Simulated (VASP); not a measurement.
Cd2TeO3, 6 atoms in the cell. It takes space group P6/mmm (No. 191, hexagonal). The conventional cell has a = 5.947 Å, b = 5.947 Å, c = 3.422 Å, α = 90.00°, β = 90.00°, γ = 120.00°. Within 3.2 Å of Cd (site symmetry -6m2) lie 6 O at 2.42 Å. Te (site symmetry 6/mmm) has 2 Te at 3.42 Å and 12 O at 3.43 Å and 6 Cd at 3.43 Å within 4.5 Å. O (site symmetry mmm) has 4 Cd at 2.42 Å and 4 O at 2.97 Å within 3.2 Å. 

| Item | Value |
| --- | --- |
| Program | VASP 6.6.1 |
| Task | relaxation of cell and atoms |
| Functional | PBE |
| Potentials or basis | VASP PAW PBE potentials, release 64 (Cd, Te, O) |
| Cutoff | 600 eV |
| k mesh | 3 × 3 × 6 |
| Occupations | gaussian, width 0.1 eV |
| Spin | no spin polarisation |
| Dipole correction | no |
| Further INCAR settings | ALGO = Normal; EDIFF = 1e-07; IBRION = 2; EDIFFG = -0.04; NSW = 90; ISIF = 3 |

Potentials or basis: VASP PAW PBE potentials, release 64 (Cd, Te, O).

Run with:

```bash
$ cat potpaw_PBE.64/Cd/POTCAR potpaw_PBE.64/Te/POTCAR potpaw_PBE.64/O/POTCAR > POTCAR
$ mpirun -np 1 vasp_std > vasp.out
```

Hardware: 1 thread of Intel(R) Xeon(R) 6975P-C (Granite Rapids), with other jobs on the host.

Task: Estimate the wall time of this run.

Result: It took 3.2 min on 1 thread of Intel(R) Xeon(R) 6975P-C (Granite Rapids), with other jobs on the host, peak memory 0.28 GiB. Counts: scf iterations 86, k points 12, ion steps 7.
